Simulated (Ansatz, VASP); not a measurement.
# C in VASP and in Ansatz

```
CELL_PARAMETERS angstrom
2.66218 0.00000 0.00000
-1.33109 2.30551 0.00000
0.00000 0.00000 6.19936
ATOMIC_POSITIONS crystal
C 0.00000 0.00000 0.00250
C 0.00000 0.00000 0.50250
C 0.33333 0.66667 0.00250
C 0.66667 0.33333 0.50250
```

Change from the starting cell: strain +0.080 along x and y, -0.080 along z, atoms carried along.

Alike in both runs: task single point; functional PBE; dispersion D3(BJ); k mesh 24 × 24 × 8; occupations gaussian, width 0.15 eV; no spin polarisation.

```csv
,VASP,Ansatz
version,VASP 6.6.1,Ansatz 0.2.0
potentials or method,"VASP PAW PBE potentials, release 64 (C), cutoff 520 eV","scalar-relativistic, plane waves, PAW"
valence electrons in the cell,16,16
```

```tsv
	VASP	Ansatz	Ansatz less VASP
gap on the k mesh at the Fermi level (eV)	none	none	-
pressure (GPa)	-48.5	-48.7	-0.25
traceless stress, the component that is largest in VASP (GPa)	53.15	53.42	+0.269
```

A gap of «none» marks a metal or a gap that the smearing closes. Both programs put the cell under strong tension, so it lies far from rest at this level.

Noted on VASP's run: the cell as given lies far from equilibrium.
